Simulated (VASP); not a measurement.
# SnO2 (Pnnm) in VASP: notebook

Runs on SnO2. Level: LDA. Tasks: single point.

Everything below comes from runs of VASP 6.6.1. Logs are shortened: lines on timing, memory, paths and dates and some standing lists are left out, and cuts for length are marked.

### Step 1. The cell of the first run

Symmetry: Pnnm, No. 58, orthorhombic system. Conventional cell: a = 4.502 Å, b = 4.781 Å, c = 3.041 Å, α = 90.00°, β = 90.00°, γ = 90.00°. Sn (site symmetry 2/m) has 6 O at 2.00 to 2.01 Å within 2.7 Å. Within 2.7 Å of O (site symmetry m) lie 3 Sn at 2.00 to 2.01 Å and 1 O at 2.61 Å.

### Step 2. Single point, LDA

Contents of INCAR:

```
SYSTEM = SnO2
PREC     = Accurate       ! precision mode
ENCUT    = 520            ! plane-wave cutoff, eV
EDIFF    = 1E-6           ! SCF threshold, eV
ISMEAR   = 0              ! smearing method
SIGMA    = 0.05           ! smearing width, eV
LREAL    = .FALSE.        ! projectors in reciprocal space
LASPH    = .TRUE.         ! aspherical terms in the spheres
NELM     = 80             ! most SCF steps
ALGO     = Normal         ! electronic algorithm
ISIF     = 2              ! what is computed and relaxed
LWAVE    = .FALSE.        ! write WAVECAR
LCHARG   = .TRUE.         ! write CHGCAR
LELF     = .TRUE.         ! ELF
LVHAR    = .TRUE.       
NBANDS   = 35             ! bands
```

Contents of KPOINTS:

```
Automatic mesh
0
G
  6 6 10
  0 0 0
```

Contents of POSCAR:

```
SnO2
1.0
    4.7810150026      0.0000000000      0.0000000000
    0.0000000000      4.5020264835      0.0000000000
    0.0000000000      0.0000000000      3.0412200781
Sn O
2 4
Direct
    0.5000000000      0.5000000000      0.5000000000
    0.0000000000      0.0000000000      0.0000000000
    0.3354055549      0.2687240454      0.0000000000
    0.8354055549      0.2312759546      0.5000000000
    0.1645944451      0.7687240454      0.5000000000
    0.6645944451      0.7312759546      0.0000000000
```

Potentials or basis: VASP PAW LDA potentials, release 64 (Sn_d, O).

The run is started by

```sh
cat potpaw_LDA.64/Sn_d/POTCAR potpaw_LDA.64/O/POTCAR > POTCAR
mpirun -np 1 vasp_std > vasp.out
```

OUTCAR:

```text
SYSTEM = SnO2
   PREC = Accurate
   ENCUT = 520
   EDIFF = 1E-6
   ISMEAR = 0
   LREAL = .FALSE.
   LASPH = .TRUE.
   NELM = 80
   ISIF = 2

 ion  position               nearest neighbor table
   1  0.500  0.500  0.500-   3 2.00   6 2.00   3 2.00   6 2.00   5 2.01   4 2.01   2 3.62   2 3.62
                             2 3.62   2 3.62   2 3.62   2 3.62   2 3.62   2 3.62
   2  0.000  0.000  0.000-   4 2.00   5 2.00   4 2.00   5 2.00   3 2.01   6 2.01   1 3.62   1 3.62
                             1 3.62   1 3.62   1 3.62   1 3.62   1 3.62   1 3.62
   3  0.335  0.269  0.000-   1 2.00   1 2.00   2 2.01
   4  0.835  0.231  0.500-   2 2.00   2 2.00   1 2.01
   5  0.165  0.769  0.500-   2 2.00   2 2.00   1 2.01
   6  0.665  0.731  0.000-   1 2.00   1 2.00   2 2.01

  LATTYP: Found a simple orthorhombic cell.
 ALAT       =     3.0412200781
 B/A-ratio  =     1.4803356442
 C/A-ratio  =     1.5720713660

  Lattice vectors:

 A1 = (   0.0000000000,   0.0000000000,  -3.0412200781)
 A2 = (   0.0000000000,   4.5020264835,   0.0000000000)
 A3 = (   4.7810150026,   0.0000000000,   0.0000000000)

Analysis of symmetry for initial positions (statically):
=====================================================================
 Subroutine PRICEL returns:
 Original cell was already a primitive cell.

 Routine SETGRP: Setting up the symmetry group for a
 simple orthorhombic supercell.

 Subroutine GETGRP returns: Found  8 space group operations
 (whereof  4 operations were pure point group operations)
 out of a pool of  8 trial point group operations.

The static configuration has the point symmetry C_2h.
 The point group associated with its full space group is D_2h.

Analysis of symmetry for dynamics (positions and initial velocities):
=====================================================================
 Subroutine PRICEL returns:
 Original cell was already a primitive cell.

 Routine SETGRP: Setting up the symmetry group for a
 simple orthorhombic supercell.

 Subroutine GETGRP returns: Found  8 space group operations
 (whereof  4 operations were pure point group operations)
 out of a pool of  8 trial point group operations.

The dynamic configuration has the point symmetry C_2h.
 The point group associated with its full space group is D_2h.

 Subroutine INISYM returns: Found  8 space group operations
 (whereof  4 operations are pure point group operations),
 and found     1 'primitive' translations

----------------------------------------------------------------------------------------

                                     Primitive cell

  volume of cell :      65.4600

  direct lattice vectors                    reciprocal lattice vectors
     4.781015003  0.000000000  0.000000000     0.209160607  0.000000000  0.000000000
     0.000000000  4.502026483  0.000000000     0.000000000  0.222122194  0.000000000
     0.000000000  0.000000000  3.041220078     0.000000000  0.000000000  0.328815401

  length of vectors
     4.781015003  4.502026483  3.041220078     0.209160607  0.222122194  0.328815401

  position of ions in fractional coordinates (direct lattice)
     0.500000000  0.500000000  0.500000000
     0.000000000  0.000000000  0.000000000
     0.335405555  0.268724045  0.000000000
     0.835405555  0.231275955  0.500000000
     0.164594445  0.768724045  0.500000000
     0.664594445  0.731275955  0.000000000

  ion indices of the primitive-cell ions
   primitive index   ion index
                 1           1
                 2           2
                 3           3
                 4           4
                 5           5
                 6           6

----------------------------------------------------------------------------------------

 KPOINTS: Automatic mesh

Automatic generation of k-mesh.
 Grid dimensions read from file:
 generate k-points for:    6    6   10

 Generating k-lattice:

  Cartesian coordinates                     Fractional coordinates (reciprocal lattice)
     0.034860101  0.000000000  0.000000000     0.166666667  0.000000000  0.000000000
     0.000000000  0.037020366  0.000000000     0.000000000  0.166666667  0.000000000
     0.000000000  0.000000000  0.032881540     0.000000000  0.000000000  0.100000000

  Length of vectors
     0.034860101  0.037020366  0.032881540

  Shift w.r.t. Gamma in fractional coordinates (k-lattice)
     0.000000000  0.000000000  0.000000000

 Subroutine IBZKPT returns following result:
 ===========================================

 Found     96 irreducible k-points:

 Following reciprocal coordinates:
            Coordinates               Weight
  0.000000  0.000000  0.000000      1.000000
  0.166667  0.000000  0.000000      2.000000
  0.333333  0.000000  0.000000      2.000000
  0.500000  0.000000  0.000000      1.000000
  0.000000  0.166667  0.000000      2.000000
  0.166667  0.166667  0.000000      4.000000
[... 16 lines left out ...]
  0.333333  0.166667  0.100000      8.000000
  0.500000  0.166667  0.100000      4.000000
 [... further k-points ...]
   k-points           NKPTS =     96   k-points in BZ     NKDIM =     96   number of bands    NBANDS=     35
   number of dos      NEDOS =    301   number of ions     NIONS =      6
   total plane-waves  NPLWV =  31104
   dimension x,y,z NGX =    36 NGY =   36 NGZ =   24
   dimension x,y,z NGXF=    72 NGYF=   72 NGZF=   48
   ions per type =               2   4
   NGX,Y,Z   is equivalent  to a cutoff of  12.52, 13.29, 13.12 a.u.
   NGXF,Y,Z  is equivalent  to a cutoff of  25.04, 26.59, 26.24 a.u.
 SYSTEM =  SnO2
   PREC   = accura    normal or accurate (medium, high low for compatibility)
   ISTART =      0    job   : 0-new  1-cont  2-samecut
   ICHARG =      2    charge: 1-file 2-atom 10-const
   ISPIN  =      1    spin polarized calculation?
   LNONCOLLINEAR =      F non collinear calculations
   LSORBIT =      F    spin-orbit coupling
   LASPH  =      T    aspherical Exc in radial PAW
   ENCUT  =  520.0 eV  38.22 Ry    6.18 a.u.   8.89  8.37  5.65*2*pi/ulx,y,z
   NELM   =     80;   NELMIN=  2; NELMDL= -5     # of ELM steps
   EDIFF  = 0.1E-05   stopping-criterion for ELM
   LREAL  =      F    real-space projection
   EDIFFG = 0.1E-04   stopping-criterion for IOM
   NSW    =      0    number of steps for IOM
   IBRION =     -1    ionic relax: 0-MD 1-quasi-New 2-CG
   NFREE  =      0    steps in history (QN), initial steepest desc. (CG)
   ISIF   =      2    stress and relaxation
   ISYM   =      2    0-nonsym 1-usesym 2-fastsym
   POTIM  = 0.5000    time-step for ionic-motion
   TEBEG  =    0.0;   TEEND  =   0.0 temperature during run
   PSTRESS=    0.0 pullay stress
   NELECT =      52.0000    total number of electrons
   NUPDOWN=      -1.0000    fix difference up-down
   EMIN   =  10.00;   EMAX   =-10.00  energy-range for DOS
   EFERMI =   0.00;   METHOD = LEGACY
   ISMEAR =     0;   SIGMA  =   0.05  broadening in eV -4-tet -1-fermi 0-gaus
   EFERMI_NEDOS =   21; number of points for ismear=-14 and -15
   IALGO  =     38    algorithm
   IMIX   =      4    mixing-type and parameters
     AMIX     =   0.40;   BMIX     =  1.00
     AMIX_MAG =   1.60;   BMIX_MAG =  1.00
  volume/ion in A,a.u.               =      10.91        73.62
  Fermi-wavevector in a.u.,A,eV,Ry     =   1.516179  2.865164 31.277075  2.298800
  Thomas-Fermi vector in A             =   2.625604
   LORBIT       =      0    0 simple, 1 ext, 2 COOP (PROOUT), +10 PAW based schemes
   GGA     = CA    functional components
   LHFCALC =     F    Hartree Fock is set to
   AEXX    =    0.0000 exact exchange contribution
   IVDW    =     0    specifies the selected vdW correction
   LEPSILON=     F    determine dielectric tensor
   LRPA    =     F    only Hartree local field effects (RPA)
 non-spin polarized calculation
 Gauss-broadening in eV      SIGMA  =   0.05
  energy-cutoff  :      520.00
  volume of cell :       65.46
 maximum number of plane-waves:      1782
 NGX is ok and might be reduce to    36
   NGX = 17   NGY = 17   NGZ = 11

 number of electron      52.0000012 magnetization

 Free energy of the ion-electron system (eV)
  ---------------------------------------------------
  ext. energy  EPLUGINS =         0.00000000
  ---------------------------------------------------
  free energy    TOTEN  =       -41.83468552 eV

  energy without entropy =      -41.83468552  energy(sigma->0) =      -41.83468552

 E-fermi :   6.8821     XC(G=0): -12.2953

 val. band max:        6.6349565896   @ k =   0.0000   0.1667   0.0000
 cond. band min:       9.1208395974   @ k =   0.0000   0.0000   0.0000
 fundamental gap:      2.4858830079
 Fermi energy:         6.8820600638

 k-point     1 :       0.0000    0.0000    0.0000
  band No.  band energies     occupation
      1     -14.2294      2.00000
      2     -13.3623      2.00000
      3     -12.8763      2.00000
      4     -12.8367      2.00000
      5     -12.8268      2.00000
      6     -12.7489      2.00000
[... 27 lines left out ...]
     34      19.5216      0.00000
     35      19.9381      0.00000

 k-point     2 :       0.1667    0.0000    0.0000
  band No.  band energies     occupation
      1     -14.1802      2.00000
      2     -13.4089      2.00000
      3     -12.8755      2.00000
      4     -12.8334      2.00000
      5     -12.8247      2.00000
      6     -12.7929      2.00000
[... 27 lines left out ...]
     34      19.3761      0.00000
     35      19.7616      0.00000

 k-point     3 :       0.3333    0.0000    0.0000
  band No.  band energies     occupation
      1     -14.0373      2.00000
      2     -13.5778      2.00000
      3     -12.8732      2.00000
      4     -12.8492      2.00000
      5     -12.8260      2.00000
      6     -12.8209      2.00000
[... 27 lines left out ...]
     34      19.4000      0.00000
     35      19.6651      0.00000
[... 723 lines left out ...]
 k-point    23 :       0.3333    0.1667    0.1000
  band No.  band energies     occupation
      1     -13.9762      2.00000
      2     -13.5846      2.00000
      3     -13.0374      2.00000
      4     -12.9990      2.00000
      5     -12.8201      2.00000
      6     -12.7502      2.00000
[... 27 lines left out ...]
     34      19.5517      0.00000
     35      19.7705      0.00000

 k-point    24 :       0.5000    0.1667    0.1000
  band No.  band energies     occupation
      1     -13.8005      2.00000
      2     -13.8005      2.00000
      3     -13.0179      2.00000
      4     -13.0179      2.00000
      5     -12.7861      2.00000
      6     -12.7861      2.00000
[... 27 lines left out ...]
     34      19.1420      0.00000
     35      20.3334      0.00000

 [... further k-points ...]
[... 5 lines left out ...]
  --------------------------------------------------------------------------------------
  -------------------------------------------------------------------------------------
  Total        6.2809433      6.9214397     11.7429911      0.0000000      0.0000000      0.0000000
  in kB      153.7302925    169.4068708    287.4175689      0.0000000      0.0000000      0.0000000
  external PRESSURE =     203.5182441 kB  Pullay stress =       0.0000000 kB

 VOLUME and BASIS-vectors are now :
 -----------------------------------------------------------------------------
  energy-cutoff  :      520.00
  volume of cell :       65.46
      direct lattice vectors                 reciprocal lattice vectors
     4.781015003  0.000000000  0.000000000     0.209160607  0.000000000  0.000000000
     0.000000000  4.502026483  0.000000000     0.000000000  0.222122194  0.000000000
     0.000000000  0.000000000  3.041220078     0.000000000  0.000000000  0.328815401

 POSITION                                       TOTAL-FORCE (eV/Angst)
 -----------------------------------------------------------------------------------
      2.39051      2.25101      1.52061         0.000000      0.000000      0.000000
      0.00000      0.00000      0.00000         0.000000      0.000000      0.000000
      1.60358      1.20980      0.00000        -0.013480     -0.033657      0.000000
      3.99409      1.04121      1.52061        -0.013480      0.033657      0.000000
      0.78693      3.46082      1.52061         0.013480     -0.033657      0.000000
      3.17744      3.29222      0.00000         0.013480      0.033657      0.000000
 -----------------------------------------------------------------------------------
    total drift:                                0.000000      0.000000      0.000000

  FREE ENERGIE OF THE ION-ELECTRON SYSTEM (eV)
  ---------------------------------------------------
  free  energy   TOTEN  =       -41.8346855222 eV

  energy  without entropy=      -41.8346855222  energy(sigma->0) =      -41.83468552
```

Run time: 6.9 min. Hardware: 1 thread of AMD EPYC 7R13, shared host; peak memory 0.24 GiB.

Results:

| Quantity | Value |
| --- | --- |
| Free energy | -41.8347 eV |
| Pressure | 20.4 GPa |
| Largest force | 0.036 eV/Å |
| Band gap on the k mesh | 2.49 eV, indirect (least direct gap 2.50 eV) |

Forces in eV/Å, atoms in the order of the input:
```
Sn   0.000  0.000  0.000
Sn   0.000  0.000  0.000
O   -0.013 -0.034  0.000
O   -0.013  0.034  0.000
O    0.013 -0.034  0.000
O    0.013  0.034  0.000
```

Caveat: spin-orbit coupling is left out, which moves the levels of the heavy elements. A hybrid or GW would open this gap; LDA tends to underestimate it.

### Step 3. Single point, LDA

This run uses another cell than the first one, of 11.86 Å³/atom, 1.087 times its volume.

Contents of INCAR:

```
SYSTEM = SnO2
ALGO     = Normal         ! electronic algorithm
EDIFF    = 1E-7           ! SCF threshold, eV
ENCUT    = 520            ! plane-wave cutoff, eV
ISIF     = 2              ! what is computed and relaxed
ISMEAR   = 0              ! smearing method
LASPH    = .TRUE.         ! aspherical terms in the spheres
LCHARG   = .TRUE.         ! write CHGCAR
LELF     = .TRUE.         ! ELF
LREAL    = .FALSE.        ! projectors in reciprocal space
LVHAR    = .TRUE.       
LWAVE    = .FALSE.        ! write WAVECAR
NBANDS   = 35             ! bands
NELM     = 100            ! most SCF steps
PREC     = Accurate       ! precision mode
SIGMA    = 0.05           ! smearing width, eV
```

Contents of KPOINTS:

```
k-points
0
G
  6 6 10
  0 0 0
```

Contents of POSCAR:

```
SnO2
1.0
    5.1177220735      0.0000000000      0.0000000000
    0.0000000000      4.5367406151      0.0000000000
    0.0000000000      0.0000000000      3.0646702542
Sn O
2 4
Direct
    0.5000000000      0.5000000000      0.5000000000
    0.0000000000      0.0000000000      0.0000000000
    0.3219235046      0.2847446465      0.0000000000
    0.8219235046      0.2152553535      0.5000000000
    0.1780764954      0.7847446465      0.5000000000
    0.6780764954      0.7152553535      0.0000000000
```

Potentials or basis: VASP PAW LDA potentials, release 64 (Sn_d, O).

The run is started by

```sh
cat potpaw_LDA.64/Sn_d/POTCAR potpaw_LDA.64/O/POTCAR > POTCAR
mpirun -np 1 vasp_std > vasp.out
```

Run time: 8.4 min. Hardware: 1 thread of AMD EPYC 7R13, shared host; peak memory 0.26 GiB.

It converged, with:

| Property | Result |
| --- | --- |
| Free energy | -42.0322 eV |
| Pressure | 2.1 GPa |
| Largest force | 0.045 eV/Å |
| Band gap on the k mesh | 1.52 eV, direct |

Forces on the atoms (eV/Å):
```
Sn   0.000  0.000  0.000
Sn   0.000  0.000  0.000
O   -0.028 -0.035  0.000
O   -0.028  0.035  0.000
O    0.028 -0.035  0.000
O    0.028  0.035  0.000
```

Stress tensor (GPa, compression positive):
```
-7.43  0.00  0.00
 0.00  1.53  0.00
 0.00  0.00 12.22
```

Levels at points of the mesh, in eV from the valence-band top:
| k point | band 22 | band 23 | band 24 | band 25 | band 26 | band 27 | band 28 | band 29 | band 30 | band 31 |
| --- | --- | --- | --- | --- | --- | --- | --- | --- | --- | --- |
| (0.00, 0.00, 0.00) | -1.01 | -0.86 | -0.75 | -0.36 | 0.00 | 1.52 | 6.26 | 6.65 | 7.18 | 10.38 |
| (0.50, 0.00, 0.00) | -2.16 | -0.80 | -0.80 | -0.39 | -0.39 | 4.56 | 4.56 | 7.82 | 7.82 | 10.21 |
| (0.00, 0.50, 0.00) | -1.62 | -0.91 | -0.91 | -0.55 | -0.55 | 4.41 | 4.41 | 7.18 | 7.18 | 10.70 |
| (0.50, 0.50, 0.00) | -1.78 | -0.96 | -0.96 | -0.71 | -0.71 | 5.07 | 5.07 | 7.63 | 7.63 | 10.35 |
| (0.00, 0.00, 0.50) | -2.50 | -1.49 | -1.49 | -0.97 | -0.97 | 6.16 | 6.16 | 9.40 | 9.40 | 10.64 |
| (0.50, 0.00, 0.50) | -1.29 | -1.27 | -1.27 | -0.62 | -0.62 | 6.23 | 6.23 | 7.45 | 7.45 | 11.60 |
| (0.00, 0.50, 0.50) | -1.84 | -0.64 | -0.64 | -0.59 | -0.59 | 6.46 | 6.46 | 7.81 | 7.81 | 10.55 |
| (0.50, 0.50, 0.50) | -2.46 | -0.84 | -0.84 | -0.69 | -0.69 | 4.77 | 4.77 | 8.48 | 8.48 | 10.93 |

Caveat: spin-orbit coupling is left out, which moves the levels of the heavy elements. A hybrid or GW would open this gap; LDA tends to underestimate it.

### Step 4. Single point, LDA

This run uses another cell than the first one, of 11.86 Å³/atom, 1.087 times its volume.

Contents of INCAR:

```
PREC = Accurate
ENCUT = 520
EDIFF = 1E-6
ISMEAR = 0
SIGMA = 0.05
LREAL = False
LASPH = True
NELM = 80
ALGO = Normal
ISIF = 2
LWAVE = False
LCHARG = True
GGA = CA
LELF = True
LVHAR = True
NBANDS = 35
```

Contents of KPOINTS:

```
Automatic mesh
0
Gamma
  6 6 10
```

Contents of POSCAR:

```
SnO2
1.0
    4.3575174180      0.0000000000      0.0000000000
    0.0000000000      4.9165757207      0.0000000000
    0.0000000000      0.0000000000      3.3212574054
Sn O
2 4
Direct
    0.5000000000      0.5000000000      0.5000000000
    0.0000000000      0.0000000000      0.0000000000
    0.2980274771      0.3156640757      0.0000000000
    0.7980274771      0.1843359243      0.5000000000
    0.2019725229      0.8156640757      0.5000000000
    0.7019725229      0.6843359243      0.0000000000
```

The run is started by

```sh
cat potpaw_LDA.64/Sn_d/POTCAR potpaw_LDA.64/O/POTCAR > POTCAR
mpirun -np 1 vasp_std > vasp.out
```

Run time: 7.6 min. Hardware: 1 thread of AMD EPYC 7R13, shared host; peak memory 0.26 GiB.

The run converged. Its results:

```yaml
Free_energy: -42.0690 eV
Pressure: -1.7 GPa
Band_gap_on_the_k_mesh: 1.06 eV, direct
```

Forces on the atoms (eV/Å):
```
Sn   0.000  0.000  0.000
Sn   0.000  0.000  0.000
O   -0.003  0.000  0.000
O   -0.003  0.000  0.000
O    0.003  0.000  0.000
O    0.003  0.000  0.000
```

Stress tensor (GPa, compression positive):
```
 6.02  0.00  0.00
 0.00 -1.85  0.00
 0.00  0.00 -9.33
```

Levels at points of the mesh, in eV from the valence-band top:
```tsv
k point	band 23	band 24	band 25	band 26	band 27	band 28	band 29	band 30
(0.00, 0.00, 0.00)	-1.07	-0.89	-0.33	0.00	1.06	5.41	5.53	6.13
(0.50, 0.00, 0.00)	-1.29	-1.29	-0.67	-0.67	4.31	4.31	6.38	6.38
(0.00, 0.50, 0.00)	-1.12	-1.12	-0.33	-0.33	4.29	4.29	6.61	6.61
(0.50, 0.50, 0.00)	-1.39	-1.39	-0.64	-0.64	4.53	4.53	6.98	6.98
(0.00, 0.00, 0.50)	-1.63	-1.63	-1.11	-1.11	5.96	5.96	9.70	9.70
(0.50, 0.00, 0.50)	-0.63	-0.63	-0.38	-0.38	6.37	6.37	8.07	8.07
(0.00, 0.50, 0.50)	-1.27	-1.27	-0.54	-0.54	6.24	6.24	8.11	8.11
(0.50, 0.50, 0.50)	-0.81	-0.81	-0.61	-0.61	4.85	4.85	8.25	8.25
```

Caveat: spin-orbit coupling is left out, which moves the levels of the heavy elements.

### Step 5. The runs side by side

```csv
cell,gap on the mesh (eV),pressure (GPa),largest force (eV/Å)
"a = 4.781, b = 4.502, c = 3.041 Å, 6 atoms",2.49,20.4,0.04
"a = 5.118, b = 4.537, c = 3.065 Å, 6 atoms",1.52,2.1,0.05
"a = 4.358, b = 4.917, c = 3.321 Å, 6 atoms",1.06,-1.7,-
```

Alike in all rows: task single point; level LDA; potentials or basis VASP PAW LDA potentials, release 64 (Sn_d, O); no spin polarisation; k mesh 6 × 6 × 10; cutoff (eV) 520; smearing gaussian 0.05 eV.

Caveats: spin-orbit coupling is left out, which moves the levels of the heavy elements.

Total energies depend on the potentials used, so only differences within one code and one set of settings carry meaning.
